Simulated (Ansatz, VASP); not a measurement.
## Two plane-wave programs on BaS

POSCAR

```
BaS
1.0
   -0.1173137257      3.4020980452      3.4020980452
    3.4020980452     -0.1173137257      3.4020980452
    3.4020980452      3.4020980452     -0.1173137257
Ba S
1 1
Direct
   -0.0041369171     -0.0041369171     -0.0041369171
    0.2541369171      0.2541369171      0.2541369171
```

The input INCAR.step1:

```
SYSTEM = BaS
ALGO     = Normal         ! electronic algorithm
EDIFF    = 1E-5           ! SCF threshold, eV
ENCUT    = 520            ! plane-wave cutoff, eV
GGA      = PE             ! functional
ISIF     = 2              ! what is computed and relaxed
ISMEAR   = 0              ! smearing method
LASPH    = .True.         ! aspherical terms in the spheres
LREAL    = .False.        ! projectors in reciprocal space
LWAVE    = .True.         ! write WAVECAR
NBANDS   = 15             ! bands
NELM     = 100            ! most SCF steps
PREC     = Accurate       ! precision mode
SIGMA    = 0.01           ! smearing width, eV
```

Contents of INCAR.step2:

```
SYSTEM = BaS
ALGO     = Normal         ! electronic algorithm
EDIFF    = 1E-7           ! SCF threshold, eV
ENCUT    = 520            ! plane-wave cutoff, eV
GGA      = PE             ! functional
HFSCREEN = 0.2079         ! screening, 1/A
ISIF     = 2              ! what is computed and relaxed
ISMEAR   = 0              ! smearing method
ISTART   = 1            
LASPH    = .True.         ! aspherical terms in the spheres
LCHARG   = .True.         ! write CHGCAR
LELF     = .True.         ! ELF
LHFCALC  = .True.         ! exact exchange
LREAL    = .False.        ! projectors in reciprocal space
LVHAR    = .True.       
LWAVE    = .False.        ! write WAVECAR
NBANDS   = 15             ! bands
NELM     = 100            ! most SCF steps
PREC     = Accurate       ! precision mode
PRECFOCK = Normal       
SIGMA    = 0.01           ! smearing width, eV
```

KPOINTS

```
k-points
0
Gamma
  4 4 4
  0 0 0
```

Input for Ansatz:

```yaml
crystal:
  lattice:
    - [-0.1173137257, 3.4020980452, 3.4020980452]
    - [3.4020980452, -0.1173137257, 3.4020980452]
    - [3.4020980452, 3.4020980452, -0.1173137257]
  atoms:
    - { symbol: Ba, position: [-0.0041369171, -0.0041369171, -0.0041369171] }
    - { symbol: S, position: [0.2541369171, 0.2541369171, 0.2541369171] }
kpoints:
  mp_grid: { grid: [4, 4, 4] }
  band_path:
    path:
      - [0.0, 0.0, 0.0]
      - [-0.5, -0.5, 0.0]
      - [-0.375, -0.375, 0.25]
      - [-0.375, 0.0, 0.375]
      - [0.0, 0.0, 0.5]
      - [-0.5, -0.25, 0.25]
      - [0.244792, -0.5, -0.244792]
    npoints: 1
hamiltonian:
  xc: hse06
scf:
  occupations: { method: fixed }
  n_extra_bands: 4
output:
  forces: true
  stress: true
  eigenvalues: true
```

Change from the starting cell: shear_111 strain -5.0%.

Alike in both runs: task single point; functional HSE06; k mesh 4 × 4 × 4; no spin polarisation.

```csv
,VASP,Ansatz
version,VASP 6.6.1,Ansatz 0.2.0
potentials or method,"VASP PAW PBE potentials, release 64 (Ba_sv, S)","plane waves, PAW"
plane-wave cutoff (eV),520,420
occupations,"gaussian, width 0.01 eV",fixed
valence electrons in the cell,16,16
```

VASP gave:

| Item | Value |
| --- | --- |
| gap on the k mesh at the Fermi level (eV) | 3.72 |
| pressure (GPa) | 1.7 |
| traceless stress, the component that is largest in VASP (GPa) | 0.15 |
| rms of the force components (eV/Å) | 0.004 |

**Question.** Which values does Ansatz return?

**Answer.** gap on the k mesh at the Fermi level (eV): 3.71; pressure (GPa): 1.3; traceless stress, the component that is largest in VASP (GPa): 0.16; rms of the force components (eV/Å): 0.009.

Atom by atom the forces differ by 0.004 eV/Å (rms over components). Ansatz's warnings: stress exchange threshold loose, stress scf threshold loose.

Neither program's run includes spin-orbit coupling.
